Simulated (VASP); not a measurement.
Input of a VASP 6.6.1 run:

Contents of POSCAR:

```
Mg3ZnSi4P8
1.0
   11.2223610000     -0.0000660000     -0.0000140000
   -0.0000660000     11.2211910000     -0.0000140000
   -0.0000120000     -0.0000120000     10.2801590000
Zn Mg Si P
4 12 16 32
Direct
    0.0005720000      0.9996050000      0.0009980000
    0.5016080000      0.7503750000      0.2502590000
    0.2486060000      0.9997290000      0.7500710000
    0.2502760000      0.2499250000      0.5006220000
    0.9989320000      0.5013770000      0.9980310000
    0.4995180000      0.9999600000      0.0008210000
    0.5018730000      0.5011530000      0.9996180000
    0.0005750000      0.2502320000      0.2475490000
    0.9983590000      0.7486320000      0.2511610000
    0.4993780000      0.2502260000      0.2521110000
    0.2504150000      0.4980280000      0.7540300000
    0.7514140000      0.0014950000      0.7483780000
    0.7508130000      0.4991280000      0.7489590000
    0.2516080000      0.7481500000      0.4986890000
    0.7503380000      0.2505200000      0.5000400000
    0.7483800000      0.7500700000      0.5032770000
    0.0065640000      0.0031430000      0.4993880000
    0.0051150000      0.4969700000      0.5029500000
    0.4940600000      0.0007350000      0.4983320000
    0.4972570000      0.5002540000      0.4988210000
    0.2509510000      0.9987640000      0.2505950000
    0.2539480000      0.5000400000      0.2475390000
    0.7500940000      0.9984780000      0.2504290000
    0.7482950000      0.5041620000      0.2508730000
    0.2485260000      0.2437750000      0.9987380000
    0.2498760000      0.7557440000      0.0034250000
    0.7530130000      0.2474560000      0.9982950000
    0.7512710000      0.7551080000      0.9995490000
    0.0065310000      0.2443620000      0.7507490000
    0.0041000000      0.7561070000      0.7515060000
    0.4952340000      0.2469510000      0.7458530000
    0.4961210000      0.7542000000      0.7510360000
    0.1403830000      0.1163180000      0.1207110000
    0.1450230000      0.6253960000      0.1246120000
    0.6463580000      0.1255360000      0.1265830000
    0.6417810000      0.6343230000      0.1293000000
    0.1204150000      0.1246060000      0.6239810000
    0.1071570000      0.6252500000      0.6286170000
    0.6032260000      0.1238470000      0.6215230000
    0.5997620000      0.6247580000      0.6280290000
    0.3551000000      0.3714050000      0.1211600000
    0.3626840000      0.8707240000      0.1332090000
    0.8523450000      0.3781640000      0.1236090000
    0.8613710000      0.8803870000      0.1210980000
    0.3675970000      0.1117400000      0.3783030000
    0.3814090000      0.6103700000      0.3671100000
    0.8752930000      0.1047100000      0.3763730000
    0.8764070000      0.6023760000      0.3797530000
    0.1337360000      0.3905760000      0.3788880000
    0.1260090000      0.8934970000      0.3740930000
    0.6251990000      0.3968150000      0.3762860000
    0.6177270000      0.8903290000      0.3711490000
    0.1246090000      0.3527670000      0.8783100000
    0.1260780000      0.8693500000      0.8776520000
    0.6240100000      0.3501630000      0.8717920000
    0.6250800000      0.8576510000      0.8728620000
    0.3874210000      0.3706320000      0.6189040000
    0.3866350000      0.8806770000      0.6296760000
    0.8997530000      0.3705590000      0.6276380000
    0.8993190000      0.8786350000      0.6233550000
    0.3692870000      0.1370690000      0.8691840000
    0.3727900000      0.6488680000      0.8775350000
    0.8827710000      0.1374100000      0.8793680000
    0.8760630000      0.6495340000      0.8735300000
```

INCAR.step1

```
SYSTEM = Mg3ZnSi4P8
PREC = Accurate
ENCUT = 520
ISMEAR = -1
SIGMA = 0.05
LREAL = Auto
LASPH = .TRUE.
NELM = 60
NBANDS = 186
GGA = PE
ALGO = Normal
EDIFF = 1E-4
LWAVE = .TRUE.
LCHARG = .FALSE.
```

Contents of INCAR.step2:

```
SYSTEM = Mg3ZnSi4P8
PREC = Accurate
ENCUT = 520
EDIFF = 1E-6
ISMEAR = -1
SIGMA = 0.05
LREAL = Auto
LASPH = .TRUE.
NELM = 60
ALGO = Normal
ISIF = 2
LWAVE = .FALSE.
LCHARG = .FALSE.
METAGGA = R2SCAN
LMIXTAU = .TRUE.
NBANDS = 186
ISTART = 1
```

File KPOINTS:

```
Automatic mesh
0
G
  1 1 1
  0 0 0
```

Potentials or basis: VASP PAW PBE potentials, release 64 (Zn, Mg, Si, P).

Command:

```bash
$ cat potpaw_PBE.64/Zn/POTCAR potpaw_PBE.64/Mg/POTCAR potpaw_PBE.64/Si/POTCAR potpaw_PBE.64/P/POTCAR > POTCAR
$ cp INCAR.step1 INCAR
$ mpirun -np 1 vasp_gam > vasp.out
$ cp INCAR.step2 INCAR
$ mpirun -np 1 vasp_gam > vasp.out
```

Question: Estimate the pressure.

Answer: 0.5 GPa.

Question: Predict the largest force.

Answer: 0.264 eV/Å.

Question: What does it give for the band gap on the k mesh?

Answer: 1.56 eV.

Stress tensor (GPa, compression positive):
```
0.49 0.00 0.04
0.00 0.50 0.04
0.04 0.04 0.60
```

Caveat: the k points lie up to 0.61 Å⁻¹ apart; the PAW data sets were made with another functional, which shifts forces and pressure a little. A k mesh can miss the band edges.
